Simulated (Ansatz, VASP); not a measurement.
**NaF: VASP beside Ansatz**

File INCAR:

```
  PREC = Accurate
  ENCUT = 520
  EDIFF = 1E-6
  ISMEAR = 0
  SIGMA = 0.01
  LREAL = F
  LASPH = T
  NELM = 60
  ALGO = Normal
  ISIF = 2
  LWAVE = F
  LCHARG = T
  GGA = PS
  LELF = T
  LVHAR = T
  NBANDS = 14
```

File KPOINTS:

```
Automatic mesh
0
Gamma
  10 10 10
```

POSCAR

```
NaF
1.0
    0.0000000000      2.3035226430      2.3035226430
    2.3035226430      0.0000000000      2.3035226430
    2.3035226430      2.3035226430      0.0000000000
Na F
1 1
Direct
    0.0000000000      0.0000000000      0.0000000000
    0.5000000000      0.5000000000      0.5000000000
```

Input for Ansatz:

```yaml
crystal:
  lattice:
    - [0.0, 2.30352264295, 2.30352264295]
    - [2.30352264295, 0.0, 2.30352264295]
    - [2.30352264295, 2.30352264295, 0.0]
  atoms:
    - { symbol: Na, position: [0.0, 0.0, 0.0] }
    - { symbol: F, position: [0.5, 0.5, 0.5] }
kpoints:
  mp_grid: { grid: [10, 10, 10] }
scf:
  occupations: { method: fixed }
  convergence: { dr2_threshold: 1.0e-10 }
hamiltonian:
  xc: pbesol
  pseudopotentials: { kind: paw }
output:
  forces: true
  stress: true
  eigenstates:
    kpoints:
      - [0.0, 0.0, 0.0]
      - [-0.5, 0.0, -0.5]
      - [0.0, -0.5, -0.5]
      - [-0.5, -0.5, 0.0]
      - [-0.5, 0.0, 0.0]
      - [0.0, -0.5, 0.0]
      - [0.0, 0.0, -0.5]
      - [-0.5, -0.5, -0.5]
  eigenvalues: true
```

Alike in both runs: task single point; functional PBEsol; k mesh 10 × 10 × 10; no spin polarisation.

|  | VASP | Ansatz |
| --- | --- | --- |
| version | VASP 6.6.1 | Ansatz 0.2.0 |
| potentials or method | VASP PAW PBE potentials, release 64 (Na_pv, F) | PAW with Ansatz's default frozen-core files, scalar-relativistic |
| plane-wave cutoff (eV) | 520 | 420 |
| occupations | gaussian, width 0.01 eV | fixed |
| valence electrons in the cell | 14 | 16 |

Ansatz gave:

- gap on the k mesh at the Fermi level (eV): 6.27
- pressure (GPa): 0.7

Question: Which values does VASP return?

Answer: gap on the k mesh at the Fermi level (eV): 6.25; pressure (GPa): 0.6.

VASP's potentials were made for PBE, not for PBEsol. VASP's potentials hold 14 valence electrons a cell and Ansatz's 16, so a difference there can come from the potentials and not from the codes.
